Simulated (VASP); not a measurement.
# InSb (Fm-3m) in VASP: notebook

The runs below take InSb through single point, with PBE.

All numbers are computed with VASP 6.6.1; they aren't measurements. Logs are shortened: lines on timing, memory, paths and dates and some standing lists are left out, and cuts for length are marked.

## (1) The cell of the first run

The structure is cubic, space group Fm-3m (No. 225). Conventional cell: a = 6.084 Å, b = 6.084 Å, c = 6.084 Å, α = 90.00°, β = 90.00°, γ = 90.00°. In (site symmetry m-3m) has 6 Sb at 3.04 Å within 4.0 Å. Within 4.0 Å of Sb (site symmetry m-3m) lie 6 In at 3.04 Å.

## (2) Single point, PBE

INCAR

```
  PREC = Accurate
  ENCUT = 520
  EDIFF = 1E-6
  ISMEAR = -1
  SIGMA = 0.02
  LREAL = False
  LASPH = True
  NELM = 100
  ALGO = Normal
  ISIF = 2
  LWAVE = False
  LCHARG = True
  GGA = PE
  LELF = True
  LVHAR = True
  NBANDS = 16
```

KPOINTS

```
regular mesh
0
Gamma
  6 6 6
```

POSCAR

```
InSb
1.0
    0.0000000000      3.0422106260      3.0422106260
    3.0422106260      0.0000000000      3.0422106260
    3.0422106260      3.0422106260      0.0000000000
In Sb
1 1
Direct
    0.0000000000      0.0000000000      0.0000000000
    0.5000000000      0.5000000000      0.5000000000
```

Potentials or basis: VASP PAW PBE potentials, release 64 (In_d, Sb).

Command:

```sh
cat potpaw_PBE.64/In_d/POTCAR potpaw_PBE.64/Sb/POTCAR > POTCAR
mpirun -np 1 vasp_std > vasp.out
```

OUTCAR:

```text
PREC = Accurate
   ENCUT = 520
   EDIFF = 1E-6
   ISMEAR = -1
   LREAL = False
   LASPH = True
   NELM = 100
   ISIF = 2
   GGA = PE

 ion  position               nearest neighbor table
   1  0.000  0.000  0.000-   2 3.04   2 3.04   2 3.04   2 3.04   2 3.04   2 3.04
   2  0.500  0.500  0.500-   1 3.04   1 3.04   1 3.04   1 3.04   1 3.04   1 3.04

  LATTYP: Found a face centered cubic cell.
 ALAT       =     6.0844212520

  Lattice vectors:

 A1 = (   0.0000000000,   3.0422106260,   3.0422106260)
 A2 = (   3.0422106260,   0.0000000000,   3.0422106260)
 A3 = (   3.0422106260,   3.0422106260,   0.0000000000)

Analysis of symmetry for initial positions (statically):
=====================================================================
 Subroutine PRICEL returns:
 Original cell was already a primitive cell.

 Routine SETGRP: Setting up the symmetry group for a
 face centered cubic supercell.

 Subroutine GETGRP returns: Found 48 space group operations
 (whereof 48 operations were pure point group operations)
 out of a pool of 48 trial point group operations.

The static configuration has the point symmetry O_h .

Analysis of symmetry for dynamics (positions and initial velocities):
=====================================================================
 Subroutine PRICEL returns:
 Original cell was already a primitive cell.

 Routine SETGRP: Setting up the symmetry group for a
 face centered cubic supercell.

 Subroutine GETGRP returns: Found 48 space group operations
 (whereof 48 operations were pure point group operations)
 out of a pool of 48 trial point group operations.

The dynamic configuration has the point symmetry O_h .

 Subroutine INISYM returns: Found 48 space group operations
 (whereof 48 operations are pure point group operations),
 and found     1 'primitive' translations

----------------------------------------------------------------------------------------

                                     Primitive cell

  volume of cell :      56.3116

  direct lattice vectors                    reciprocal lattice vectors
     0.000000000  3.042210626  3.042210626    -0.164354169  0.164354169  0.164354169
     3.042210626  0.000000000  3.042210626     0.164354169 -0.164354169  0.164354169
     3.042210626  3.042210626  0.000000000     0.164354169  0.164354169 -0.164354169

  length of vectors
     4.302335527  4.302335527  4.302335527     0.284669772  0.284669772  0.284669772

  position of ions in fractional coordinates (direct lattice)
     0.000000000  0.000000000  0.000000000
     0.500000000  0.500000000  0.500000000

  ion indices of the primitive-cell ions
   primitive index   ion index
                 1           1
                 2           2

----------------------------------------------------------------------------------------

 KPOINTS: regular mesh

Automatic generation of k-mesh.
 Grid dimensions read from file:
 generate k-points for:    6    6    6

 Generating k-lattice:

  Cartesian coordinates                     Fractional coordinates (reciprocal lattice)
    -0.027392362  0.027392362  0.027392362     0.166666667  0.000000000  0.000000000
     0.027392362 -0.027392362  0.027392362     0.000000000  0.166666667  0.000000000
     0.027392362  0.027392362 -0.027392362     0.000000000  0.000000000  0.166666667

  Length of vectors
     0.047444962  0.047444962  0.047444962

  Shift w.r.t. Gamma in fractional coordinates (k-lattice)
     0.000000000  0.000000000  0.000000000

 Subroutine IBZKPT returns following result:
 ===========================================

 Found     16 irreducible k-points:

 Following reciprocal coordinates:
            Coordinates               Weight
  0.000000  0.000000  0.000000      1.000000
  0.166667  0.000000  0.000000      8.000000
  0.333333  0.000000  0.000000      8.000000
  0.500000  0.000000  0.000000      4.000000
  0.166667  0.166667  0.000000      6.000000
  0.333333  0.166667  0.000000     24.000000
[... 8 lines left out ...]
 -0.333333  0.333333  0.166667     24.000000
 -0.333333  0.500000  0.166667     12.000000
   k-points           NKPTS =     16   k-points in BZ     NKDIM =     16   number of bands    NBANDS=     16
   number of dos      NEDOS =    301   number of ions     NIONS =      2
   total plane-waves  NPLWV =  32768
   dimension x,y,z NGX =    32 NGY =   32 NGZ =   32
   dimension x,y,z NGXF=    64 NGYF=   64 NGZF=   64
   ions per type =               1   1
   NGX,Y,Z   is equivalent  to a cutoff of  12.37, 12.37, 12.37 a.u.
   NGXF,Y,Z  is equivalent  to a cutoff of  24.73, 24.73, 24.73 a.u.
 SYSTEM =  unknown system
   PREC   = accura    normal or accurate (medium, high low for compatibility)
   ISTART =      0    job   : 0-new  1-cont  2-samecut
   ICHARG =      2    charge: 1-file 2-atom 10-const
   ISPIN  =      1    spin polarized calculation?
   LNONCOLLINEAR =      F non collinear calculations
   LSORBIT =      F    spin-orbit coupling
   LASPH  =      T    aspherical Exc in radial PAW
   ENCUT  =  520.0 eV  38.22 Ry    6.18 a.u.   8.00  8.00  8.00*2*pi/ulx,y,z
   NELM   =    100;   NELMIN=  2; NELMDL= -5     # of ELM steps
   EDIFF  = 0.1E-05   stopping-criterion for ELM
   LREAL  =      F    real-space projection
   EDIFFG = 0.1E-04   stopping-criterion for IOM
   NSW    =      0    number of steps for IOM
   IBRION =     -1    ionic relax: 0-MD 1-quasi-New 2-CG
   NFREE  =      0    steps in history (QN), initial steepest desc. (CG)
   ISIF   =      2    stress and relaxation
   ISYM   =      2    0-nonsym 1-usesym 2-fastsym
   POTIM  = 0.5000    time-step for ionic-motion
   TEBEG  =    0.0;   TEEND  =   0.0 temperature during run
   PSTRESS=    0.0 pullay stress
   NELECT =      18.0000    total number of electrons
   NUPDOWN=      -1.0000    fix difference up-down
   EMIN   =  10.00;   EMAX   =-10.00  energy-range for DOS
   EFERMI =   0.00;   METHOD = LEGACY
   ISMEAR =    -1;   SIGMA  =   0.02  broadening in eV -4-tet -1-fermi 0-gaus
   EFERMI_NEDOS =   21; number of points for ismear=-14 and -15
   IALGO  =     38    algorithm
   IMIX   =      4    mixing-type and parameters
     AMIX     =   0.40;   BMIX     =  1.00
     AMIX_MAG =   1.60;   BMIX_MAG =  1.00
  volume/ion in A,a.u.               =      28.16       190.00
  Fermi-wavevector in a.u.,A,eV,Ry     =   1.119351  2.115267 17.047382  1.252947
  Thomas-Fermi vector in A             =   2.255990
   LORBIT       =      0    0 simple, 1 ext, 2 COOP (PROOUT), +10 PAW based schemes
   GGA     = PE    functional components
   LHFCALC =     F    Hartree Fock is set to
   AEXX    =    0.0000 exact exchange contribution
   IVDW    =     0    specifies the selected vdW correction
   LEPSILON=     F    determine dielectric tensor
   LRPA    =     F    only Hartree local field effects (RPA)
 non-spin polarized calculation
  energy-cutoff  :      520.00
  volume of cell :       56.31
 maximum number of plane-waves:      1527
   NGX = 15   NGY = 15   NGZ = 15

 number of electron      17.9999992 magnetization

 Free energy of the ion-electron system (eV)
  ---------------------------------------------------
  ext. energy  EPLUGINS =         0.00000000
  ---------------------------------------------------
  free energy    TOTEN  =        -6.64616773 eV

  energy without entropy =       -6.64230803  energy(sigma->0) =       -6.64423788

 E-fermi :   7.0871     XC(G=0):  -9.8417

 val. band max:        7.0458779595   @ k =  -0.3333   0.1667   0.0000
 cond. band min:       7.1091882328   @ k =  -0.3333   0.3333   0.0000
 fundamental gap:      0.0633102734
 Fermi energy:         7.0870864912

 k-point     1 :       0.0000    0.0000    0.0000
  band No.  band energies     occupation
      1      -7.5559      2.00000
      2      -7.5559      2.00000
      3      -7.5265      2.00000
      4      -7.5265      2.00000
      5      -7.5265      2.00000
      6      -4.1387      2.00000
[... 8 lines left out ...]
     15      13.1256      0.00000
     16      13.1256      0.00000

 k-point     2 :       0.1667    0.0000    0.0000
  band No.  band energies     occupation
      1      -7.5636      2.00000
      2      -7.5636      2.00000
      3      -7.5267      2.00000
      4      -7.5199      2.00000
      5      -7.5199      2.00000
      6      -3.8367      2.00000
[... 8 lines left out ...]
     15      13.7763      0.00000
     16      13.7763      0.00000

 k-point     3 :       0.3333    0.0000    0.0000
  band No.  band energies     occupation
      1      -7.5811      2.00000
      2      -7.5811      2.00000
      3      -7.5280      2.00000
      4      -7.5044      2.00000
      5      -7.5044      2.00000
      6      -2.9994      2.00000
[... 8 lines left out ...]
     15      15.4251      0.00000
     16      15.4251      0.00000

 k-point     4 :       0.5000    0.0000    0.0000
  band No.  band energies     occupation
      1      -7.5901      2.00000
      2      -7.5901      2.00000
      3      -7.5290      2.00000
      4      -7.4963      2.00000
      5      -7.4963      2.00000
      6      -2.2627      2.00000
[... 8 lines left out ...]
     15      17.4701      0.00000
     16      17.4701      0.00000
[... 172 lines left out ...]
 k-point    14 :       0.5000    0.3333    0.1667
  band No.  band energies     occupation
      1      -7.6326      2.00000
      2      -7.5632      2.00000
      3      -7.5290      2.00000
      4      -7.5010      2.00000
      5      -7.4926      2.00000
      6      -2.2725      2.00000
[... 8 lines left out ...]
     15      17.0601      0.00000
     16      17.1701      0.00000

 k-point    15 :      -0.3333    0.3333    0.1667
  band No.  band energies     occupation
      1      -7.6395      2.00000
      2      -7.5705      2.00000
      3      -7.5172      2.00000
      4      -7.5115      2.00000
      5      -7.4857      2.00000
      6      -1.6682      2.00000
[... 8 lines left out ...]
     15      15.2888      0.00000
     16      18.6184      0.00000

 k-point    16 :      -0.3333    0.5000    0.1667
  band No.  band energies     occupation
      1      -7.6680      2.00000
      2      -7.5556      2.00000
      3      -7.5321      2.00000
      4      -7.4979      2.00000
      5      -7.4790      2.00000
      6      -1.4440      2.00000
[... 8 lines left out ...]
     15      17.3384      0.00000
     16      19.6125      0.00000

------------------------ aborting loop because EDIFF is reached ----------------------------------------

  FORCE on cell =-STRESS in cart. coord.  units (eV):
  Direction    XX          YY          ZZ          XY          YZ          ZX
  --------------------------------------------------------------------------------------
  -------------------------------------------------------------------------------------
  Total        0.5478023      0.5478023      0.5478023     -0.0000000     -0.0000000      0.0000000
  in kB       15.5860698     15.5860698     15.5860698     -0.0000000     -0.0000000      0.0000000
  external PRESSURE =      15.5860698 kB  Pullay stress =       0.0000000 kB

 VOLUME and BASIS-vectors are now :
 -----------------------------------------------------------------------------
  energy-cutoff  :      520.00
  volume of cell :       56.31
      direct lattice vectors                 reciprocal lattice vectors
     0.000000000  3.042210626  3.042210626    -0.164354169  0.164354169  0.164354169
     3.042210626  0.000000000  3.042210626     0.164354169 -0.164354169  0.164354169
     3.042210626  3.042210626  0.000000000     0.164354169  0.164354169 -0.164354169

 POSITION                                       TOTAL-FORCE (eV/Angst)
 -----------------------------------------------------------------------------------
      0.00000      0.00000      0.00000        -0.000000     -0.000000      0.000000
      3.04221      3.04221      3.04221         0.000000      0.000000     -0.000000
 -----------------------------------------------------------------------------------
    total drift:                                0.000000     -0.000000     -0.000000

  FREE ENERGIE OF THE ION-ELECTRON SYSTEM (eV)
  ---------------------------------------------------
  free  energy   TOTEN  =        -6.6461677331 eV

  energy  without entropy=       -6.6423080264  energy(sigma->0) =       -6.64423788
```

Wall time 7.1 s (1 thread of Intel Xeon Platinum 8559C (Emerald Rapids), shared host); peak memory 0.17 GiB.

Results:

```yaml
Free_energy: -6.6462 eV
Pressure: 1.6 GPa
Band_gap_on_the_k_mesh: zero (band 9 reaches 7.57 eV, above the bottom of band 10 at 4.77 eV)
```

Caveat: spin-orbit coupling is left out, which moves the levels of the heavy elements.

## (3) Single point, PBE

INCAR

```
SYSTEM = InSb
PREC = Accurate
ENCUT = 520
EDIFF = 1E-7
ISMEAR = -1
SIGMA = 0.02
LREAL = .False.
LASPH = .True.
NELM = 80
ALGO = Normal
ISIF = 2
LWAVE = .False.
LCHARG = .True.
GGA = PE
LELF = .True.
LVHAR = .True.
NBANDS = 16
```

KPOINTS

```
Automatic mesh
0
Gamma
  6 6 6
  0 0 0
```

POSCAR is that of step 2.

Potentials or basis: VASP PAW PBE potentials, release 64 (In_d, Sb).

Command:

```sh
cat potpaw_PBE.64/In_d/POTCAR potpaw_PBE.64/Sb/POTCAR > POTCAR
mpirun -np 1 vasp_std > vasp.out
```

OUTCAR:

```text
SYSTEM = InSb
   PREC = Accurate
   ENCUT = 520
   EDIFF = 1E-7
   ISMEAR = -1
   LREAL = .False.
   LASPH = .True.
   NELM = 80
   ISIF = 2
   GGA = PE

 ion  position               nearest neighbor table
   1  0.000  0.000  0.000-   2 3.04   2 3.04   2 3.04   2 3.04   2 3.04   2 3.04
   2  0.500  0.500  0.500-   1 3.04   1 3.04   1 3.04   1 3.04   1 3.04   1 3.04

  LATTYP: Found a face centered cubic cell.
 ALAT       =     6.0844212520

  Lattice vectors:

[... 477 lines left out ...]
     16      19.6095      0.00000

------------------------ aborting loop because EDIFF is reached ----------------------------------------

  FORCE on cell =-STRESS in cart. coord.  units (eV):
  Direction    XX          YY          ZZ          XY          YZ          ZX
  --------------------------------------------------------------------------------------
  -------------------------------------------------------------------------------------
  Total        0.5486128      0.5486128      0.5486128     -0.0000000      0.0000000     -0.0000000
  in kB       15.6091308     15.6091308     15.6091308     -0.0000000      0.0000000     -0.0000000
  external PRESSURE =      15.6091308 kB  Pullay stress =       0.0000000 kB

 VOLUME and BASIS-vectors are now :
 -----------------------------------------------------------------------------
  energy-cutoff  :      520.00
  volume of cell :       56.31
      direct lattice vectors                 reciprocal lattice vectors
     0.000000000  3.042210626  3.042210626    -0.164354169  0.164354169  0.164354169
     3.042210626  0.000000000  3.042210626     0.164354169 -0.164354169  0.164354169
     3.042210626  3.042210626  0.000000000     0.164354169  0.164354169 -0.164354169

 POSITION                                       TOTAL-FORCE (eV/Angst)
 -----------------------------------------------------------------------------------
      0.00000      0.00000      0.00000         0.000000     -0.000000     -0.000000
      3.04221      3.04221      3.04221         0.000000      0.000000      0.000000
 -----------------------------------------------------------------------------------
    total drift:                                0.000000     -0.000000     -0.000000

  FREE ENERGIE OF THE ION-ELECTRON SYSTEM (eV)
  ---------------------------------------------------
  free  energy   TOTEN  =        -6.6461674956 eV

  energy  without entropy=       -6.6423088860  energy(sigma->0) =       -6.64423819
```

stdout:

```text
POSCAR found type information on POSCAR InSb
 POSCAR found :  2 types and       2 ions
 scaLAPACK will be used
 LDA part: xc-table for (Slater+PW92), standard interpolation
 POSCAR, INCAR and KPOINTS ok, starting setup
 FFT: planning ... GRIDC
 FFT: planning ... GRID_SOFT
 FFT: planning ... GRID
 WAVECAR not read
 entering main loop
```

It took 8.4 s on 1 thread of Intel Xeon Platinum 8559C (Emerald Rapids), shared host; peak memory 0.17 GiB.

What came out:

- Free energy: -6.6462 eV
- Pressure: 1.6 GPa
- Band gap on the k mesh: zero (band 9 reaches 7.57 eV, above the bottom of band 10 at 4.77 eV)

Caveat: spin-orbit coupling is left out, which moves the levels of the heavy elements.

## (4) Single point, PBE

INCAR

```
SYSTEM = InSb
ALGO = Normal
EDIFF = 1E-6
ENCUT = 520
GGA = PE
ISIF = 2
ISMEAR = -1
ISYM = 0
LASPH = .TRUE.
LCHARG = .TRUE.
LELF = .TRUE.
LREAL = .FALSE.
LVHAR = .TRUE.
LWAVE = .FALSE.
NBANDS = 16
NELM = 80
PREC = Accurate
SIGMA = 0.02
```

KPOINTS

```
k-points
0
G
  8 8 1
  0 0 0
```

POSCAR is that of step 3.

Command:

```sh
cat potpaw_PBE.64/In_d/POTCAR potpaw_PBE.64/Sb/POTCAR > POTCAR
mpirun -np 1 vasp_std > vasp.out
```

Wall time 11 s (1 thread of Intel Xeon Platinum 8559C (Emerald Rapids), shared host); peak memory 0.19 GiB.

The run converged, but its numbers aren't listed here, since they failed a check.

Caveat: the k points lie up to 1.79 Å⁻¹ apart; spin-orbit coupling is left out, which moves the levels of the heavy elements.
